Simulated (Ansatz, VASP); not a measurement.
## Two plane-wave programs on Be5Ir

```xyz
6
Lattice="4.1962 0.0000 0.0000 -2.0981 3.6340 0.0000 0.0000 0.0000 3.5440" Properties=species:S:1:pos:R:3 pbc="T T T"
Be    2.0981    1.2113    1.7720
Be    0.0000    2.4227    1.7720
Be   -1.2724    2.2039    0.0000
Be    2.5449    0.0000    0.0000
Be    0.8256    1.4301    0.0000
Ir    0.0000    0.0000    1.7720
```

Change from the starting cell: the structure that the rattled cell fell into.

Alike in both runs: functional PBE; k mesh 12 × 12 × 10; occupations gaussian, width 0.1 eV; no spin polarisation.

Ansatz relaxed the structure, and its values are those at the end. VASP's run is a single point on that final structure, the one shown.

|  | VASP | Ansatz |
| --- | --- | --- |
| version | VASP 6.6.1 | Ansatz 0.2.0 |
| potentials or method | VASP PAW PBE potentials, release 64 (Be, Ir), cutoff 520 eV | scalar-relativistic, plane waves, PAW |
| valence electrons in the cell | 19 | 27 |

Ansatz gave:

- gap on the k mesh at the Fermi level (eV): none
- pressure (GPa): 0.0

Problem. Which values does VASP return?

Solution. gap on the k mesh at the Fermi level (eV): none; pressure (GPa): 0.2.

A gap of «none» marks a metal or a gap that the smearing closes. The functional is the same, so the differences come from potentials, cutoffs and numerics. VASP's potentials hold 19 valence electrons a cell and Ansatz's 27, so a difference there can come from the potentials and not from the codes.

Neither program's run includes spin-orbit coupling.
